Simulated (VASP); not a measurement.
# Tc (P6_3/mmc) in VASP: further runs, part 2 of 2

VASP 6.6.1. Earlier steps stand in the parts before.

## (4) Single point, PBE

This run uses another cell than the first one, of 14.00 Å³/atom, 1.053 times its volume.

INCAR reads:

```
SYSTEM = Tc
PREC = Accurate ; ENCUT = 520
EDIFF = 1E-6 ; ISMEAR = -1
SIGMA = 0.05 ; LREAL = .FALSE.
LASPH = .TRUE. ; NELM = 80
ALGO = Normal ; ISIF = 2
LWAVE = .FALSE. ; LCHARG = .FALSE.
GGA = PE ; NBANDS = 34
```

KPOINTS reads:

```
Automatic mesh
0
G
  11 11 3
  0 0 0
```

POSCAR reads:

```
Tc
1.0
    2.7190691933      0.0000000000      0.0000000000
   -1.3595345966      2.3547829960      0.0000000000
    0.0000000000      0.0000000000      8.7492277804
Tc
4
Direct
    0.6666666667      0.3333333333      0.7500000000
    0.0000000000      0.0000000000      0.5000000000
    0.3333333333      0.6666666667      0.2500000000
    0.0000000000      0.0000000000      0.0000000000
```

Potentials or basis: VASP PAW PBE potentials, release 64 (Tc_pv).

Run with:

```sh
$ cat potpaw_PBE.64/Tc_pv/POTCAR > POTCAR
$ mpirun -np 1 vasp_std > vasp.out
```

OUTCAR:

```text
SYSTEM = Tc
   PREC = Accurate
   ENCUT = 520
   EDIFF = 1E-6
   ISMEAR = -1
   LREAL = .FALSE.
   LASPH = .TRUE.
   NELM = 80
   ISIF = 2
   GGA = PE

 ion  position               nearest neighbor table
   1  0.667  0.333  0.750-   2 2.69   4 2.69   2 2.69   4 2.69   2 2.69   4 2.69
   2  0.000  0.000  0.500-   1 2.69   3 2.69   3 2.69   1 2.69   1 2.69   3 2.69
   3  0.333  0.667  0.250-   2 2.69   4 2.69   2 2.69   4 2.69   2 2.69   4 2.69
   4  0.000  0.000  0.000-   1 2.69   3 2.69   3 2.69   1 2.69   1 2.69   3 2.69

  LATTYP: Found a hexagonal cell.
 ALAT       =     2.7190691933
 C/A-ratio  =     3.2177289942

  Lattice vectors:

 A1 = (   2.7190691933,   0.0000000000,   0.0000000000)
 A2 = (  -1.3595345966,   2.3547829960,   0.0000000000)
 A3 = (   0.0000000000,   0.0000000000,   8.7492277804)

Analysis of symmetry for initial positions (statically):
=====================================================================
 Subroutine PRICEL returns:
 Original cell was already a primitive cell.

 Routine SETGRP: Setting up the symmetry group for a
 hexagonal supercell.

 Subroutine GETGRP returns: Found 24 space group operations
 (whereof 12 operations were pure point group operations)
[... 170 lines left out ...]

 val. band max:       13.0789087179   @ k =   0.0909   0.0000   0.0000
 cond. band min:      13.1127992598   @ k =   0.3636   0.0000   0.0000
 fundamental gap:      0.0338905419
 Fermi energy:        13.0844021740

 k-point     1 :       0.0000    0.0000    0.0000
  band No.  band energies     occupation
      1     -26.5095      2.00000
      2     -25.8741      2.00000
      3     -25.7743      2.00000
      4     -25.3107      2.00000
      5     -25.3107      2.00000
      6     -25.2217      2.00000
[... 877 lines left out ...]
     33      15.4267      0.00000
     34      16.0097      0.00000

 [... further k-points ...]

------------------------ aborting loop because EDIFF is reached ----------------------------------------

  FORCE on cell =-STRESS in cart. coord.  units (eV):
  Direction    XX          YY          ZZ          XY          YZ          ZX
  --------------------------------------------------------------------------------------
  -------------------------------------------------------------------------------------
  Total        3.2573457      3.2573457      3.2590011      0.0000000      0.0000000      0.0000000
  in kB       93.1608753     93.1608753     93.2082189      0.0000000      0.0000000      0.0000000
  external PRESSURE =      93.1766565 kB  Pullay stress =       0.0000000 kB

 VOLUME and BASIS-vectors are now :
 -----------------------------------------------------------------------------
  energy-cutoff  :      520.00
  volume of cell :       56.02
      direct lattice vectors                 reciprocal lattice vectors
     2.719069193  0.000000000  0.000000000     0.367772914  0.212333791  0.000000000
    -1.359534597  2.354782996  0.000000000     0.000000000  0.424667582  0.000000000
     0.000000000  0.000000000  8.749227780     0.000000000  0.000000000  0.114295801

 POSITION                                       TOTAL-FORCE (eV/Angst)
 -----------------------------------------------------------------------------------
      1.35953      0.78493      6.56192        -0.000000      0.000000      0.000000
      0.00000      0.00000      4.37461        -0.000000      0.000000     -0.000000
     -0.00000      1.56986      2.18731         0.000000     -0.000000     -0.000000
      0.00000      0.00000      0.00000         0.000000      0.000000     -0.000000
 -----------------------------------------------------------------------------------
    total drift:                                0.000000     -0.000000      0.000000

  FREE ENERGIE OF THE ION-ELECTRON SYSTEM (eV)
  ---------------------------------------------------
  free  energy   TOTEN  =       -41.3610042791 eV

  energy  without entropy=      -41.3354712933  energy(sigma->0) =      -41.34823779
```

OSZICAR:

```text
N       E                     dE             d eps       ncg     rms          rms(c)
DAV:   1     0.713141291084E+03    0.71314E+03   -0.31342E+04  2336   0.160E+03
DAV:   2    -0.180147166511E+02   -0.73116E+03   -0.71303E+03  2362   0.491E+02
DAV:   3    -0.438694212304E+02   -0.25855E+02   -0.25059E+02  2538   0.104E+02
DAV:   4    -0.442396342635E+02   -0.37021E+00   -0.36797E+00  2402   0.129E+01
DAV:   5    -0.442444131815E+02   -0.47789E-02   -0.47708E-02  2406   0.136E+00    0.347E+01
DAV:   6    -0.417082798434E+02    0.25361E+01   -0.57582E+00  2288   0.173E+01    0.112E+01
DAV:   7    -0.413832194325E+02    0.32506E+00   -0.12476E+00  2494   0.737E+00    0.135E+00
DAV:   8    -0.413827373368E+02    0.48210E-03   -0.11386E-01  2554   0.341E+00    0.129E+00
DAV:   9    -0.413607389855E+02    0.21998E-01   -0.60791E-02  2744   0.240E+00    0.112E-01
DAV:  10    -0.413610206035E+02   -0.28162E-03   -0.20495E-03  2368   0.350E-01    0.345E-02
DAV:  11    -0.413610127401E+02    0.78634E-05   -0.63363E-05  2568   0.713E-02    0.137E-02
DAV:  12    -0.413610075439E+02    0.51962E-05   -0.42050E-06  2024   0.178E-02    0.484E-03
DAV:  13    -0.413610049177E+02    0.26262E-05   -0.59454E-07  1134   0.793E-03    0.125E-03
DAV:  14    -0.413610042791E+02    0.63861E-06   -0.15221E-07  1120   0.329E-03
   1 F= -.41361004E+02 E0= -.41348238E+02  d E =-.255330E-01
```

Wall time 24 s (1 thread of Intel Xeon 6975P-C (Granite Rapids), shared host); peak memory 0.18 GiB.

Results:

- Free energy: -41.3610 eV
- Pressure: 9.3 GPa
- Band gap on the k mesh: zero (band 26 reaches 14.91 eV, above the bottom of band 27 at 11.90 eV)

## (5) The runs side by side

| cell | gap on the mesh (eV) | pressure (GPa) |
| --- | --- | --- |
| a = 2.672, b = 2.672, c = 8.601 Å, angles 90.0, 90.0, 120.0°, 4 atoms | none | 29.3 |
| a = 2.694, b = 2.694, c = 8.672 Å, angles 90.0, 90.0, 120.0°, 4 atoms | none | 19.3 |
| a = 2.719, b = 2.719, c = 8.749 Å, angles 90.0, 90.0, 120.0°, 4 atoms | none | 9.3 |

Alike in all rows: task single point; level PBE; potentials or basis VASP PAW PBE potentials, release 64 (Tc_pv); no spin polarisation; k mesh 11 × 11 × 3; cutoff (eV) 520; smearing fermi-dirac 0.05 eV.

Absolute energies hang on the potentials; compare differences alone.
